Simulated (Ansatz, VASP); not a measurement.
InGa26P27 in VASP and in Ansatz

```xyz
54
Lattice="0.0000 8.1758 8.1758 8.1758 0.0000 8.1758 8.1758 8.1758 0.0000" Properties=species:S:1:pos:R:3 pbc="T T T"
In    0.0000    0.0000    0.0000
Ga    2.7421    2.7421   -0.0014
Ga    5.4336    5.4336   -0.0014
Ga    2.7421   -0.0014    2.7421
Ga    5.4517    2.7240    2.7240
Ga    8.1771    5.4336    2.7421
Ga    5.4336   -0.0014    5.4336
Ga    8.1771    2.7421    5.4336
Ga   10.9004    5.4511    5.4511
Ga   -0.0014    2.7421    2.7421
Ga    2.7240    5.4517    2.7240
Ga    5.4336    8.1771    2.7421
Ga    2.7240    2.7240    5.4517
Ga    5.4517    5.4517    5.4517
Ga    8.1758    8.1758    5.4501
Ga    5.4336    2.7421    8.1771
Ga    8.1758    5.4501    8.1758
Ga   10.9014    8.1758    8.1758
Ga   -0.0014    5.4336    5.4336
Ga    2.7421    8.1771    5.4336
Ga    5.4511   10.9004    5.4511
Ga    2.7421    5.4336    8.1771
Ga    5.4501    8.1758    8.1758
Ga    8.1758   10.9014    8.1758
Ga    5.4511    5.4511   10.9004
Ga    8.1758    8.1758   10.9014
Ga   10.9004   10.9004   10.9004
P     1.4365    1.4365    1.4365
P     4.0879    4.0879    1.3654
P     6.7393    6.7393    1.4365
P     4.0879    1.3654    4.0879
P     6.8104    4.0879    4.0879
P     9.5383    6.8132    4.0875
P     6.7393    1.4365    6.7393
P     9.5383    4.0875    6.8132
P    12.2640    6.8132    6.8132
P     1.3654    4.0879    4.0879
P     4.0879    6.8104    4.0879
P     6.8132    9.5383    4.0875
P     4.0879    4.0879    6.8104
P     6.8136    6.8136    6.8136
P     9.5379    9.5379    6.8136
P     6.8132    4.0875    9.5383
P     9.5379    6.8136    9.5379
P    12.2640    9.5383    9.5383
P     1.4365    6.7393    6.7393
P     4.0875    9.5383    6.8132
P     6.8132   12.2640    6.8132
P     4.0875    6.8132    9.5383
P     6.8136    9.5379    9.5379
P     9.5383   12.2640    9.5383
P     6.8132    6.8132   12.2640
P     9.5383    9.5383   12.2640
P    12.2636   12.2636   12.2636
```

Alike in both runs: functional PBE; k mesh 3 × 3 × 3; occupations fermi-dirac, width 0.01 eV; no spin polarisation.

Ansatz relaxed the structure, and its values are those at the end. VASP's run is a single point on that final structure, the one shown.

|  | VASP | Ansatz |
| --- | --- | --- |
| version | VASP 6.6.1 | Ansatz 0.2.0 |
| potentials or method | VASP PAW PBE potentials, release 64 (In_d, Ga_d, P) | plane-wave PAW, scalar-relativistic |
| plane-wave cutoff (eV) | 400 | 420 |
| valence electrons in the cell | 486 | 486 |

```tsv
	VASP	Ansatz	Ansatz less VASP
gap on the k mesh at the Fermi level (eV)	1.58	1.58	+0.001
```

The functional is the same, so the differences come from potentials, cutoffs and numerics. Ansatz's warnings: stress scf threshold loose.
